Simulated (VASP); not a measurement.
# P (P6_3/mmc) in VASP: a series of runs

P is run at these levels: PBE; tasks: single point.

Program: VASP 6.6.1. These are calculated values, not measurements. Logs are shortened: lines on timing, memory, paths and dates and some standing lists are left out, and cuts for length are marked.

## 1. The cell of the first run

Symmetry: P6_3/mmc, No. 194, hexagonal system. The conventional cell has a = 3.063 Å, b = 3.063 Å, c = 3.043 Å, α = 90.00°, β = 90.00°, γ = 120.00°. P (site symmetry -6m2) has 14 P at 2.33 to 3.06 Å within 3.1 Å.

This isn't the form of P at room conditions, which is orthorhombic.

## 2. Single point, PBE

Contents of INCAR:

```
SYSTEM = P
PREC = Accurate
ENCUT = 520
EDIFF = 1E-7
ISMEAR = -1
SIGMA = 0.08
LREAL = .False.
LASPH = .True.
NELM = 60
ALGO = Normal
ISIF = 2
LWAVE = .False.
LCHARG = .False.
GGA = PE
NBANDS = 12
```

Contents of KPOINTS:

```
Automatic mesh
0
Gamma
  17 17 9
  0 0 0
```

Contents of POSCAR:

```
P
1.0
    3.0632979607      0.0000000000      0.0000000000
   -1.5316489803      2.6528938533      0.0000000000
    0.0000000000      0.0000000000      3.0427140160
P
2
Direct
    0.3333333333      0.6666666667      0.2500000000
    0.6666666667      0.3333333333      0.7500000000
```

Potentials or basis: VASP PAW PBE potentials, release 64 (P).

The run is started by

```
cat potpaw_PBE.64/P/POTCAR > POTCAR
mpirun -np 1 vasp_std > vasp.out
```

OUTCAR:

```text
SYSTEM = P
   PREC = Accurate
   ENCUT = 520
   EDIFF = 1E-7
   ISMEAR = -1
   LREAL = .False.
   LASPH = .True.
   NELM = 60
   ISIF = 2
   GGA = PE

 ion  position               nearest neighbor table
   1  0.333  0.667  0.250-   2 2.33   2 2.33   2 2.33   2 2.33   2 2.33   2 2.33
   2  0.667  0.333  0.750-   1 2.33   1 2.33   1 2.33   1 2.33   1 2.33   1 2.33

  LATTYP: Found a hexagonal cell.
 ALAT       =     3.0632979607
 C/A-ratio  =     0.9932804628

  Lattice vectors:

 A1 = (   3.0632979607,   0.0000000000,   0.0000000000)
 A2 = (  -1.5316489803,   2.6528938533,   0.0000000000)
 A3 = (   0.0000000000,   0.0000000000,   3.0427140160)

Analysis of symmetry for initial positions (statically):
=====================================================================
 Subroutine PRICEL returns:
 Original cell was already a primitive cell.

 Routine SETGRP: Setting up the symmetry group for a
 hexagonal supercell.

 Subroutine GETGRP returns: Found 24 space group operations
 (whereof 12 operations were pure point group operations)
 out of a pool of 24 trial point group operations.

The static configuration has the point symmetry D_3d.
 The point group associated with its full space group is D_6h.

Analysis of symmetry for dynamics (positions and initial velocities):
=====================================================================
 Subroutine PRICEL returns:
 Original cell was already a primitive cell.

 Routine SETGRP: Setting up the symmetry group for a
 hexagonal supercell.

 Subroutine GETGRP returns: Found 24 space group operations
 (whereof 12 operations were pure point group operations)
 out of a pool of 24 trial point group operations.

The dynamic configuration has the point symmetry D_3d.
 The point group associated with its full space group is D_6h.

 Subroutine INISYM returns: Found 24 space group operations
 (whereof 12 operations are pure point group operations),
 and found     1 'primitive' translations

----------------------------------------------------------------------------------------

                                     Primitive cell

  volume of cell :      24.7269

  direct lattice vectors                    reciprocal lattice vectors
     3.063297961  0.000000000  0.000000000     0.326445554  0.188473429  0.000000000
    -1.531648980  2.652893853  0.000000000     0.000000000  0.376946857  0.000000000
     0.000000000  0.000000000  3.042714016     0.000000000  0.000000000  0.328653957

[... 87 lines left out ...]
   IBRION =     -1    ionic relax: 0-MD 1-quasi-New 2-CG
   NFREE  =      0    steps in history (QN), initial steepest desc. (CG)
   ISIF   =      2    stress and relaxation
   ISYM   =      2    0-nonsym 1-usesym 2-fastsym
   POTIM  = 0.5000    time-step for ionic-motion
   TEBEG  =    0.0;   TEEND  =   0.0 temperature during run
   PSTRESS=    0.0 pullay stress
   NELECT =      10.0000    total number of electrons
   NUPDOWN=      -1.0000    fix difference up-down
   EMIN   =  10.00;   EMAX   =-10.00  energy-range for DOS
   EFERMI =   0.00;   METHOD = LEGACY
   ISMEAR =    -1;   SIGMA  =   0.08  broadening in eV -4-tet -1-fermi 0-gaus
   EFERMI_NEDOS =   21; number of points for ismear=-14 and -15
   IALGO  =     38    algorithm
   IMIX   =      4    mixing-type and parameters
     AMIX     =   0.40;   BMIX     =  1.00
     AMIX_MAG =   1.60;   BMIX_MAG =  1.00
  volume/ion in A,a.u.               =      12.36        83.43
  Fermi-wavevector in a.u.,A,eV,Ry     =   1.210649  2.287794 19.941649  1.465670
  Thomas-Fermi vector in A             =   2.346189
   LORBIT       =      0    0 simple, 1 ext, 2 COOP (PROOUT), +10 PAW based schemes
   GGA     = PE    functional components
   LHFCALC =     F    Hartree Fock is set to
   AEXX    =    0.0000 exact exchange contribution
   IVDW    =     0    specifies the selected vdW correction
   LEPSILON=     F    determine dielectric tensor
   LRPA    =     F    only Hartree local field effects (RPA)
 non-spin polarized calculation
  energy-cutoff  :      520.00
  volume of cell :       24.73
 maximum number of plane-waves:       680
 NGX is ok and might be reduce to    24
   NGX = 11   NGY = 11   NGZ = 11

 number of electron      10.0000000 magnetization

 number of electron       9.9999998 magnetization

 Free energy of the ion-electron system (eV)
  ---------------------------------------------------
  ext. energy  EPLUGINS =         0.00000000
  ---------------------------------------------------
  free energy    TOTEN  =        -9.56898849 eV

  energy without entropy =       -9.55419458  energy(sigma->0) =       -9.56159154

 E-fermi :  12.3374     XC(G=0): -12.0550

 val. band max:       12.3122200410   @ k =   0.1176   0.1176   0.3333
 cond. band min:      12.3507999741   @ k =   0.2353  -0.0000   0.1111
 fundamental gap:      0.0385799330
 Fermi energy:        12.3373570147

 k-point     1 :       0.0000    0.0000    0.0000
  band No.  band energies     occupation
      1      -6.2227      2.00000
      2       7.3305      2.00000
      3       9.9777      2.00000
      4      10.3675      2.00000
      5      10.3675      2.00000
      6      14.5378      0.00000
      7      14.5378      0.00000
      8      14.6722      0.00000
      9      21.2358      0.00000
     10      22.5979      0.00000
     11      24.2186      0.00000
     12      24.2186      0.00000
[... 331 lines left out ...]
 k-point    24 :       0.1765    0.1765    0.0000
  band No.  band energies     occupation
      1      -4.4477      2.00000
      2       3.7537      2.00000
      3       6.3920      2.00000
      4       8.8928      2.00000
      5      12.0160      1.96463
      6      15.4427      0.00000
      7      16.2279      0.00000
      8      16.2906      0.00000
      9      20.1380      0.00000
     10      20.3484      0.00000
     11      20.9116      0.00000
     12      25.7805      0.00000

 [... further k-points ...]
[... 5 lines left out ...]
  --------------------------------------------------------------------------------------
  -------------------------------------------------------------------------------------
  Total        4.0926345      4.0926345      4.0694109      0.0000000      0.0000000     -0.0000000
  in kB      265.1815451    265.1815451    263.6767765      0.0000000      0.0000000     -0.0000000
  external PRESSURE =     264.6799556 kB  Pullay stress =       0.0000000 kB

 VOLUME and BASIS-vectors are now :
 -----------------------------------------------------------------------------
  energy-cutoff  :      520.00
  volume of cell :       24.73
      direct lattice vectors                 reciprocal lattice vectors
     3.063297961  0.000000000  0.000000000     0.326445554  0.188473429  0.000000000
    -1.531648980  2.652893853  0.000000000     0.000000000  0.376946857  0.000000000
     0.000000000  0.000000000  3.042714016     0.000000000  0.000000000  0.328653957

 POSITION                                       TOTAL-FORCE (eV/Angst)
 -----------------------------------------------------------------------------------
     -0.00000      1.76860      0.76068        -0.000000      0.000000      0.000000
      1.53165      0.88430      2.28204         0.000000      0.000000      0.000000
 -----------------------------------------------------------------------------------
    total drift:                               -0.000000      0.000000     -0.000000

  FREE ENERGIE OF THE ION-ELECTRON SYSTEM (eV)
  ---------------------------------------------------
  free  energy   TOTEN  =        -9.5689884894 eV

  energy  without entropy=       -9.5541945834  energy(sigma->0) =       -9.56159154
```

OSZICAR:

```text
N       E                     dE             d eps       ncg     rms          rms(c)
DAV:   1     0.215664012156E+02    0.21566E+02   -0.47750E+03  3976   0.741E+02
DAV:   2    -0.861165416132E+01   -0.30178E+02   -0.28853E+02  5228   0.124E+02
DAV:   3    -0.961407384328E+01   -0.10024E+01   -0.98643E+00  5160   0.201E+01
DAV:   4    -0.961888782491E+01   -0.48140E-02   -0.48130E-02  4568   0.166E+00
DAV:   5    -0.961891566225E+01   -0.27837E-04   -0.27837E-04  5120   0.120E-01    0.881E+00
DAV:   6    -0.958405006043E+01    0.34866E-01   -0.17023E-02  4696   0.675E-01    0.523E+00
DAV:   7    -0.956895689800E+01    0.15093E-01   -0.31090E-02  4760   0.964E-01    0.110E-01
DAV:   8    -0.956897559446E+01   -0.18696E-04   -0.19162E-03  4628   0.290E-01    0.437E-02
DAV:   9    -0.956898643196E+01   -0.10837E-04   -0.22889E-05  5056   0.356E-02    0.265E-02
DAV:  10    -0.956898843100E+01   -0.19990E-05   -0.23253E-06  4764   0.101E-02    0.342E-03
DAV:  11    -0.956898848944E+01   -0.58440E-07   -0.10305E-07  3696   0.230E-03
   1 F= -.95689885E+01 E0= -.95615915E+01  d E =-.147939E-01
```

stdout:

```text
POSCAR found type information on POSCAR P
 POSCAR found :  1 types and       2 ions
 scaLAPACK will be used
 LDA part: xc-table for (Slater+PW92), standard interpolation
 POSCAR, INCAR and KPOINTS ok, starting setup
 FFT: planning ... GRIDC
 FFT: planning ... GRID_SOFT
 FFT: planning ... GRID
 WAVECAR not read
 entering main loop
```

It took 9.8 s on 1 thread of Intel Xeon 6975P-C (Granite Rapids), shared host; peak memory 0.15 GiB.

Results:

* Free energy: -9.5690 eV
* Pressure: 26.5 GPa
* Band gap on the k mesh: zero (bands 5 and 6 overlap by 7.15 eV)

Stress tensor (GPa, compression positive):
```
26.52  0.00  0.00
 0.00 26.52  0.00
 0.00  0.00 26.37
```

Caveat: the cell stands under pressure.

## 3. Single point, PBE

Contents of INCAR:

```
  PREC = Accurate
  ENCUT = 520
  EDIFF = 1E-6
  ISMEAR = -1
  SIGMA = 0.08
  LREAL = False
  LASPH = True
  NELM = 60
  ALGO = Normal
  ISIF = 2
  LWAVE = False
  LCHARG = False
  GGA = PE
  NBANDS = 12
```

Contents of KPOINTS:

```
Automatic mesh
0
Gamma
  17 17 9
```

Contents of POSCAR:

```
P
1.0
    3.0638215636      0.0000000000      0.0000000000
   -1.5319107818      2.6533473067      0.0000000000
    0.0000000000      0.0000000000      3.0429475637
P
2
Direct
    0.3333333333      0.6666666667      0.2500000000
    0.6666666667      0.3333333333      0.7500000000
```

Potentials or basis: VASP PAW PBE potentials, release 64 (P).

The run is started by

```
cat potpaw_PBE.64/P/POTCAR > POTCAR
mpirun -np 1 vasp_std > vasp.out
```

Run time: 10 s. Hardware: 1 thread of Intel Xeon 6975P-C (Granite Rapids), shared host; peak memory 0.15 GiB.

Results (log left out):

| Property | Result |
| --- | --- |
| Free energy | -9.5707 eV |
| Pressure | 26.4 GPa |
| Band gap on the k mesh | zero (bands 5 and 6 overlap by 7.14 eV) |

Stress tensor (GPa, compression positive):
```
26.44  0.00  0.00
 0.00 26.44  0.00
 0.00  0.00 26.30
```

Levels at points of the mesh, in eV from the Fermi level:
| k point | band 2 | band 3 | band 4 | band 5 | band 6 | band 7 | band 8 | band 9 |
| --- | --- | --- | --- | --- | --- | --- | --- | --- |
| (0.00, 0.00, 0.00) | -5.00 | -2.36 | -1.97 | -1.97 | 2.20 | 2.20 | 2.33 | 8.90 |

Caveat: the cell stands under pressure.
